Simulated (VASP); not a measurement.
A run of VASP 6.6.1 is set up as follows.

Contents of INCAR:

```
ALGO = Normal
EDIFF = 1E-7
ENCUT = 520
GGA = PE
ISIF = 2
ISMEAR = -1
LASPH = True
LCHARG = False
LREAL = False
LWAVE = False
NBANDS = 32
NELM = 100
PREC = Accurate
SIGMA = 0.02
```

File KPOINTS:

```
k-points
0
Gamma
  8 8 8
```

Contents of POSCAR:

```
Bi2Se3
1.0
    2.0711835690      1.1957983911      9.7543162166
   -2.0711835690      1.1957983911      9.7543162166
    0.0000000000     -2.3915967823      9.7543162166
Bi Se
2 3
Direct
    0.3993442181      0.3993442181      0.3993442181
    0.6006557819      0.6006557819      0.6006557819
    0.2141197029      0.2141197029      0.2141197029
    0.7858802971      0.7858802971      0.7858802971
    0.0000000000      0.0000000000      0.0000000000
```

Potentials or basis: VASP PAW PBE potentials, release 64 (Bi_d, Se).

Launch:

```sh
$ cat potpaw_PBE.64/Bi_d/POTCAR potpaw_PBE.64/Se/POTCAR > POTCAR
$ mpirun -np 1 vasp_std > vasp.out
```

**Question.** What does it give for the band gap on the k mesh?

**Answer.** 0.34 eV, direct.

**Question.** What does it give for the pressure?

**Answer.** 2.2 GPa.

Forces in eV/Å, atoms in the order of the input:
```
Bi   0.000  0.000 -0.097
Bi   0.000  0.000  0.097
Se   0.000  0.000 -0.181
Se   0.000  0.000  0.181
Se   0.000  0.000  0.000
```

Caveat: spin-orbit coupling is left out, which moves the levels of the heavy elements. A k mesh can miss the band edges.
